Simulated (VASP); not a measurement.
# GePt (Pnma) in VASP: a series of runs

Runs on GePt. Level: PBEsol. Tasks: single point.

All numbers are computed with VASP 6.6.1; they aren't measurements. Logs are shortened: lines on timing, memory, paths and dates and some standing lists are left out, and cuts for length are marked.

## 1. The cell of the first run

The structure is orthorhombic, space group Pnma (No. 62). Conventional cell: a = 5.484 Å, b = 3.552 Å, c = 5.926 Å, α = 90.00°, β = 90.00°, γ = 90.00°. Within 3.2 Å of Pt (site symmetry m) lie 6 Ge at 2.40 to 2.57 Å and 4 Pt at 2.84 to 2.86 Å. Ge (site symmetry m) has 6 Pt at 2.40 to 2.57 Å and 2 Ge at 2.92 Å within 3.2 Å.

## 2. Single point, PBEsol

INCAR reads:

```
SYSTEM = GePt
ALGO     = Normal         ! electronic algorithm
EDIFF    = 1E-6           ! SCF threshold, eV
ENCUT    = 500            ! plane-wave cutoff, eV
GGA      = PS             ! functional
GGA_COMPAT= .False.      
ISIF     = 2              ! what is computed and relaxed
ISMEAR   = 0              ! smearing method
LASPH    = .True.         ! aspherical terms in the spheres
LCHARG   = .False.        ! write CHGCAR
LREAL    = .False.        ! projectors in reciprocal space
LWAVE    = .False.        ! write WAVECAR
NBANDS   = 58             ! bands
NELM     = 120            ! most SCF steps
PREC     = Accurate       ! precision mode
SIGMA    = 0.1            ! smearing width, eV
```

KPOINTS reads:

```
k-points
0
Gamma
  4 6 4
  0 0 0
```

POSCAR reads:

```
GePt
1.0
    5.4835120223      0.0000000000      0.0000000000
    0.0000000000      3.5518926887      0.0000000000
    0.0000000000      0.0000000000      5.9259090814
Pt Ge
4 4
Direct
    0.9929865360      0.7500000000      0.1888713152
    0.0070134640      0.2500000000      0.8111286848
    0.5070134640      0.2500000000      0.6888713152
    0.4929865360      0.7500000000      0.3111286848
    0.8116425492      0.7500000000      0.5883967042
    0.1883574508      0.2500000000      0.4116032958
    0.6883574508      0.2500000000      0.0883967042
    0.3116425492      0.7500000000      0.9116032958
```

Potentials or basis: VASP PAW PBE potentials, release 64 (Pt, Ge_d).

Started as:

```sh
$ cat potpaw_PBE.64/Pt/POTCAR potpaw_PBE.64/Ge_d/POTCAR > POTCAR
$ mpirun -np 1 vasp_std > vasp.out
```

OUTCAR:

```text
SYSTEM = GePt
   EDIFF = 1E-6
   ENCUT = 500
   GGA = PS
   ISIF = 2
   ISMEAR = 0
   LASPH = .True.
   LREAL = .False.
   NELM = 120
   PREC = Accurate

 ion  position               nearest neighbor table
   1  0.993  0.750  0.189-   8 2.40   6 2.46   6 2.46   7 2.51   7 2.51   5 2.57   4 2.84   4 2.84
                             2 2.86   2 2.86
   2  0.007  0.250  0.811-   7 2.40   5 2.46   5 2.46   8 2.51   8 2.51   6 2.57   3 2.84   3 2.84
                             1 2.86   1 2.86
   3  0.507  0.250  0.689-   6 2.40   8 2.46   8 2.46   5 2.51   5 2.51   7 2.57   2 2.84   2 2.84
                             4 2.86   4 2.86
   4  0.493  0.750  0.311-   5 2.40   7 2.46   7 2.46   6 2.51   6 2.51   8 2.57   1 2.84   1 2.84
                             3 2.86   3 2.86
   5  0.812  0.750  0.588-   4 2.40   2 2.46   2 2.46   3 2.51   3 2.51   1 2.57   6 2.92   6 2.92

   6  0.188  0.250  0.412-   3 2.40   1 2.46   1 2.46   4 2.51   4 2.51   2 2.57   5 2.92   5 2.92

   7  0.688  0.250  0.088-   2 2.40   4 2.46   4 2.46   1 2.51   1 2.51   3 2.57   8 2.92   8 2.92

   8  0.312  0.750  0.912-   1 2.40   3 2.46   3 2.46   2 2.51   2 2.51   4 2.57   7 2.92   7 2.92

  LATTYP: Found a simple orthorhombic cell.
 ALAT       =     3.5518926887
 B/A-ratio  =     1.5438281792
 C/A-ratio  =     1.6683806637

  Lattice vectors:

 A1 = (   0.0000000000,  -3.5518926887,   0.0000000000)
 A2 = (   5.4835120223,   0.0000000000,   0.0000000000)
 A3 = (   0.0000000000,   0.0000000000,   5.9259090814)

Analysis of symmetry for initial positions (statically):
=====================================================================
 Subroutine PRICEL returns:
 Original cell was already a primitive cell.

 Routine SETGRP: Setting up the symmetry group for a
 simple orthorhombic supercell.

 Subroutine GETGRP returns: Found  8 space group operations
 (whereof  2 operations were pure point group operations)
 out of a pool of  8 trial point group operations.

The static configuration has the point symmetry S_2 .
 The point group associated with its full space group is D_2h.

Analysis of symmetry for dynamics (positions and initial velocities):
=====================================================================
 Subroutine PRICEL returns:
 Original cell was already a primitive cell.

 Routine SETGRP: Setting up the symmetry group for a
 simple orthorhombic supercell.

 Subroutine GETGRP returns: Found  8 space group operations
 (whereof  2 operations were pure point group operations)
 out of a pool of  8 trial point group operations.

The dynamic configuration has the point symmetry S_2 .
 The point group associated with its full space group is D_2h.

 Subroutine INISYM returns: Found  8 space group operations
 (whereof  2 operations are pure point group operations),
 and found     1 'primitive' translations

----------------------------------------------------------------------------------------

                                     Primitive cell

  volume of cell :     115.4180

  direct lattice vectors                    reciprocal lattice vectors
     5.483512022  0.000000000  0.000000000     0.182364878  0.000000000  0.000000000
     0.000000000  3.551892689  0.000000000     0.000000000  0.281540037  0.000000000
     0.000000000  0.000000000  5.925909081     0.000000000  0.000000000  0.168750480

  length of vectors
     5.483512022  3.551892689  5.925909081     0.182364878  0.281540037  0.168750480

  position of ions in fractional coordinates (direct lattice)
     0.992986536  0.750000000  0.188871315
     0.007013464  0.250000000  0.811128685
     0.507013464  0.250000000  0.688871315
     0.492986536  0.750000000  0.311128685
     0.811642549  0.750000000  0.588396704
     0.188357451  0.250000000  0.411603296
     0.688357451  0.250000000  0.088396704
     0.311642549  0.750000000  0.911603296

  ion indices of the primitive-cell ions
   primitive index   ion index
                 1           1
                 2           2
                 3           3
                 4           4
                 5           5
                 6           6
                 7           7
                 8           8

----------------------------------------------------------------------------------------

 KPOINTS: k-points

Automatic generation of k-mesh.
 Grid dimensions read from file:
 generate k-points for:    4    6    4

 Generating k-lattice:

  Cartesian coordinates                     Fractional coordinates (reciprocal lattice)
     0.045591219  0.000000000  0.000000000     0.250000000  0.000000000  0.000000000
     0.000000000  0.046923340  0.000000000     0.000000000  0.166666667  0.000000000
     0.000000000  0.000000000  0.042187620     0.000000000  0.000000000  0.250000000

  Length of vectors
     0.045591219  0.046923340  0.042187620

  Shift w.r.t. Gamma in fractional coordinates (k-lattice)
     0.000000000  0.000000000  0.000000000

 Subroutine IBZKPT returns following result:
 ===========================================

 Found     36 irreducible k-points:

 Following reciprocal coordinates:
            Coordinates               Weight
  0.000000  0.000000  0.000000      1.000000
  0.250000  0.000000  0.000000      2.000000
  0.500000  0.000000  0.000000      1.000000
  0.000000  0.166667  0.000000      2.000000
  0.250000  0.166667  0.000000      4.000000
  0.500000  0.166667  0.000000      2.000000
[... 16 lines left out ...]
  0.250000  0.500000  0.250000      4.000000
  0.500000  0.500000  0.250000      2.000000
 [... further k-points ...]
   k-points           NKPTS =     36   k-points in BZ     NKDIM =     36   number of bands    NBANDS=     58
   number of dos      NEDOS =    301   number of ions     NIONS =      8
   total plane-waves  NPLWV =  53760
   dimension x,y,z NGX =    40 NGY =   28 NGZ =   48
   dimension x,y,z NGXF=    80 NGYF=   56 NGZF=   96
   ions per type =               4   4
   NGX,Y,Z   is equivalent  to a cutoff of  12.13, 13.11, 13.47 a.u.
   NGXF,Y,Z  is equivalent  to a cutoff of  24.25, 26.21, 26.93 a.u.
 SYSTEM =  GePt
   PREC   = accura    normal or accurate (medium, high low for compatibility)
   ISTART =      0    job   : 0-new  1-cont  2-samecut
   ICHARG =      2    charge: 1-file 2-atom 10-const
   ISPIN  =      1    spin polarized calculation?
   LNONCOLLINEAR =      F non collinear calculations
   LSORBIT =      F    spin-orbit coupling
   LASPH  =      T    aspherical Exc in radial PAW
   ENCUT  =  500.0 eV  36.75 Ry    6.06 a.u.  10.00  6.48 10.80*2*pi/ulx,y,z
   NELM   =    120;   NELMIN=  2; NELMDL= -5     # of ELM steps
   EDIFF  = 0.1E-05   stopping-criterion for ELM
   LREAL  =      F    real-space projection
[... 7 lines left out ...]
   TEBEG  =    0.0;   TEEND  =   0.0 temperature during run
   PSTRESS=    0.0 pullay stress
   NELECT =      96.0000    total number of electrons
   NUPDOWN=      -1.0000    fix difference up-down
   EMIN   =  10.00;   EMAX   =-10.00  energy-range for DOS
   EFERMI =   0.00;   METHOD = LEGACY
   ISMEAR =     0;   SIGMA  =   0.10  broadening in eV -4-tet -1-fermi 0-gaus
   EFERMI_NEDOS =   21; number of points for ismear=-14 and -15
   IALGO  =     38    algorithm
   IMIX   =      4    mixing-type and parameters
     AMIX     =   0.40;   BMIX     =  1.00
     AMIX_MAG =   1.60;   BMIX_MAG =  1.00
  volume/ion in A,a.u.               =      14.43        97.36
  Fermi-wavevector in a.u.,A,eV,Ry     =   1.539598  2.909419 32.250737  2.370362
  Thomas-Fermi vector in A             =   2.645803
   LORBIT       =      0    0 simple, 1 ext, 2 COOP (PROOUT), +10 PAW based schemes
   GGA     = PS    functional components
   LHFCALC =     F    Hartree Fock is set to
   AEXX    =    0.0000 exact exchange contribution
   IVDW    =     0    specifies the selected vdW correction
   LEPSILON=     F    determine dielectric tensor
   LRPA    =     F    only Hartree local field effects (RPA)
 non-spin polarized calculation
 Gauss-broadening in eV      SIGMA  =   0.10
  energy-cutoff  :      500.00
  volume of cell :      115.42
 maximum number of plane-waves:      2962
 NGX is ok and might be reduce to    40
   NGX = 19   NGY = 13   NGZ = 21

 number of electron      96.0000005 magnetization

 Free energy of the ion-electron system (eV)
  ---------------------------------------------------
  ext. energy  EPLUGINS =         0.00000000
  ---------------------------------------------------
  free energy    TOTEN  =       -50.53214956 eV

  energy without entropy =      -50.51728905  energy(sigma->0) =      -50.52471930

 E-fermi :  11.6208     XC(G=0): -13.2619

 val. band max:       11.6046295585   @ k =   0.2500   0.3333   0.2500
 cond. band min:      11.6257274541   @ k =   0.2500   0.0000   0.2500
 fundamental gap:      0.0210978955
 Fermi energy:        11.6208409251

 k-point     1 :       0.0000    0.0000    0.0000
  band No.  band energies     occupation
      1     -13.8294      2.00000
      2     -13.8206      2.00000
      3     -13.8148      2.00000
      4     -13.8105      2.00000
      5     -13.8024      2.00000
      6     -13.7755      2.00000
[... 50 lines left out ...]
     57      16.9431      0.00000
     58      18.1973      0.00000

 k-point     2 :       0.2500    0.0000    0.0000
  band No.  band energies     occupation
      1     -13.8271      2.00000
      2     -13.8209      2.00000
      3     -13.8118      2.00000
      4     -13.8083      2.00000
      5     -13.8011      2.00000
      6     -13.7814      2.00000
[... 50 lines left out ...]
     57      16.9566      0.00000
     58      17.4528      0.00000

 k-point     3 :       0.5000    0.0000    0.0000
  band No.  band energies     occupation
      1     -13.8230      2.00000
      2     -13.8230      2.00000
      3     -13.8070      2.00000
      4     -13.8070      2.00000
      5     -13.7945      2.00000
      6     -13.7945      2.00000
[... 1216 lines left out ...]
      3     -13.8126      2.00000
      4     -13.8126      2.00000
      5     -13.7912      2.00000
      6     -13.7912      2.00000
[... 50 lines left out ...]
     57      18.0348      0.00000
     58      18.0588      0.00000

 k-point    24 :       0.5000    0.5000    0.2500
  band No.  band energies     occupation
      1     -13.8111      2.00000
      2     -13.8111      2.00000
      3     -13.8111      2.00000
      4     -13.8111      2.00000
      5     -13.7853      2.00000
      6     -13.7853      2.00000
[... 50 lines left out ...]
     57      17.1480      0.00000
     58      17.1480      0.00000

 [... further k-points ...]
[... 5 lines left out ...]
  --------------------------------------------------------------------------------------
  -------------------------------------------------------------------------------------
  Total       21.8446483     20.2890018     18.0444751      0.0000000      0.0000000      0.0000000
  in kB      303.2368795    281.6421449    250.4847065      0.0000000      0.0000000      0.0000000
  external PRESSURE =     278.4545770 kB  Pullay stress =       0.0000000 kB

 VOLUME and BASIS-vectors are now :
 -----------------------------------------------------------------------------
  energy-cutoff  :      500.00
  volume of cell :      115.42
      direct lattice vectors                 reciprocal lattice vectors
     5.483512022  0.000000000  0.000000000     0.182364878  0.000000000  0.000000000
     0.000000000  3.551892689  0.000000000     0.000000000  0.281540037  0.000000000
     0.000000000  0.000000000  5.925909081     0.000000000  0.000000000  0.168750480

 POSITION                                       TOTAL-FORCE (eV/Angst)
 -----------------------------------------------------------------------------------
      5.44505      2.66392      1.11923        -0.060088      0.000000      0.191080
      0.03846      0.88797      4.80667         0.060088     -0.000000     -0.191080
      2.78021      0.88797      4.08219         0.060088     -0.000000      0.191080
      2.70330      2.66392      1.84372        -0.060088      0.000000     -0.191080
      4.45065      2.66392      3.48679         0.796030      0.000000     -0.034628
      1.03286      0.88797      2.43912        -0.796030      0.000000      0.034628
      3.77462      0.88797      0.52383        -0.796030     -0.000000     -0.034628
      1.70890      2.66392      5.40208         0.796030     -0.000000      0.034628
 -----------------------------------------------------------------------------------
    total drift:                               -0.000000     -0.000000     -0.000000

  FREE ENERGIE OF THE ION-ELECTRON SYSTEM (eV)
  ---------------------------------------------------
  free  energy   TOTEN  =       -50.5321495563 eV

  energy  without entropy=      -50.5172890490  energy(sigma->0) =      -50.52471930
```

Wall time 5.4 min (1 thread of Intel Xeon 8259CL, shared host); peak memory 0.3 GiB.

What came out:

- Free energy: -50.5321 eV
- Pressure: 27.8 GPa
- Largest force: 0.797 eV/Å
- Band gap on the k mesh: zero (bands 48 and 49 overlap by 1.14 eV)

Forces in eV/Å, atoms in the order of the input:
```
Pt  -0.060  0.000  0.191
Pt   0.060  0.000 -0.191
Pt   0.060  0.000  0.191
Pt  -0.060  0.000 -0.191
Ge   0.796  0.000 -0.035
Ge  -0.796  0.000  0.035
Ge  -0.796  0.000 -0.035
Ge   0.796  0.000  0.035
```

Levels at points of the mesh, in eV from the Fermi level:
| k point | band 45 | band 46 | band 47 | band 48 | band 49 | band 50 | band 51 | band 52 |
| --- | --- | --- | --- | --- | --- | --- | --- | --- |
| (0.00, 0.00, 0.00) | -2.93 | -1.99 | -1.68 | -1.27 | 0.67 | 1.35 | 3.03 | 3.36 |
| (0.50, 0.00, 0.00) | -2.89 | -2.89 | 0.14 | 0.14 | 1.28 | 1.28 | 2.45 | 2.45 |
| (0.00, 0.50, 0.00) | -3.00 | -3.00 | -2.07 | -2.07 | -0.18 | -0.18 | 2.08 | 2.08 |
| (0.50, 0.50, 0.00) | -2.30 | -2.30 | -2.30 | -2.30 | 0.76 | 0.76 | 0.76 | 0.76 |
| (0.00, 0.00, 0.50) | -2.35 | -2.35 | -0.03 | -0.03 | 0.91 | 0.91 | 2.24 | 2.24 |
| (0.50, 0.00, 0.50) | -1.81 | -1.81 | 0.71 | 0.71 | 2.04 | 2.04 | 2.70 | 2.70 |
| (0.00, 0.50, 0.50) | -2.98 | -2.98 | -2.58 | -2.58 | 0.55 | 0.55 | 1.52 | 1.52 |
| (0.50, 0.50, 0.50) | -2.86 | -2.86 | -2.86 | -2.86 | 2.73 | 2.73 | 2.73 | 2.73 |

Caveat: the stress differs along the axes, from 25 to 30 GPa; the PAW data sets were made with another functional, which shifts forces and pressure a little; spin-orbit coupling is left out, which moves the levels of the heavy elements.

[end of part 1 of 2]

The gap in the log of VASP goes by the Fermi energy; the results here count the filled bands.